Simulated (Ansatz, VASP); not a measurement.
## Two plane-wave programs on Rh

Contents of POSCAR:

```
Rh
1.0
    0.0000000000      1.9104189093      1.9104189093
    1.9104189093      0.0000000000      1.9104189093
    1.9104189093      1.9104189093      0.0000000000
Rh
1
Direct
    0.0000000000      0.0000000000      0.0000000000
```

Contents of INCAR.step1:

```
SYSTEM = Rh
PREC     = Accurate       ! precision mode
ENCUT    = 580            ! plane-wave cutoff, eV
ISMEAR   = -1             ! smearing method
SIGMA    = 0.05           ! smearing width, eV
LREAL    = .FALSE.        ! projectors in reciprocal space
LASPH    = .TRUE.         ! aspherical terms in the spheres
NELM     = 120            ! most SCF steps
NBANDS   = 14             ! bands
GGA      = PE             ! functional
ALGO     = Normal         ! electronic algorithm
EDIFF    = 1E-5           ! SCF threshold, eV
LWAVE    = .TRUE.         ! write WAVECAR
LCHARG   = .FALSE.        ! write CHGCAR
GGA_COMPAT= .FALSE.
```

Contents of INCAR.step2:

```
SYSTEM = Rh
PREC     = Accurate       ! precision mode
ENCUT    = 580            ! plane-wave cutoff, eV
EDIFF    = 1E-6           ! SCF threshold, eV
ISMEAR   = -1             ! smearing method
SIGMA    = 0.05           ! smearing width, eV
LREAL    = .FALSE.        ! projectors in reciprocal space
LASPH    = .TRUE.         ! aspherical terms in the spheres
NELM     = 120            ! most SCF steps
ALGO     = Normal         ! electronic algorithm
ISIF     = 2              ! what is computed and relaxed
LWAVE    = .FALSE.        ! write WAVECAR
LCHARG   = .TRUE.         ! write CHGCAR
METAGGA  = R2SCAN         ! meta-GGA
LMIXTAU  = .TRUE.       
LELF     = .TRUE.         ! ELF
LVHAR    = .TRUE.       
NBANDS   = 14             ! bands
ISTART   = 1            
GGA_COMPAT= .FALSE.
```

KPOINTS

```
Automatic mesh
0
G
  12 12 12
  0 0 0
```

File input.yaml:

```yaml
crystal:
  lattice:
    - [0.0, 1.9104189093, 1.9104189093]
    - [1.9104189093, 0.0, 1.9104189093]
    - [1.9104189093, 1.9104189093, 0.0]
  atoms:
    - { symbol: Rh, position: [0.0, 0.0, 0.0] }
hamiltonian:
  xc: r2scan
  pseudopotentials: { kind: paw }
kpoints:
  mp_grid: { grid: [12, 12, 12] }
scf:
  occupations: { method: fermi_dirac, width: 0.05 }
output:
  forces: true
  stress: true
  eigenvalues: true
```

Alike in both runs: task single point; functional r2SCAN; k mesh 12 × 12 × 12; occupations fermi-dirac, width 0.05 eV; no spin polarisation.

|  | VASP | Ansatz |
| --- | --- | --- |
| version | VASP 6.6.1 | Ansatz 0.2.0 |
| potentials or method | VASP PAW PBE potentials, release 64 (Rh_sv_GW) | Ansatz PAW |
| plane-wave cutoff (eV) | 580 | 500 |
| valence electrons in the cell | 17 | 17 |

```csv
,VASP,Ansatz,Ansatz less VASP
gap on the k mesh at the Fermi level (eV),none,none,-
pressure (GPa),-6.2,-4.6,+1.56
```

VASP's potentials were made for PBE, not for r2SCAN. A gap of «none» marks a metal or a gap that the smearing closes. With one functional, cell and mesh, what is left measures potentials, basis and numerics.
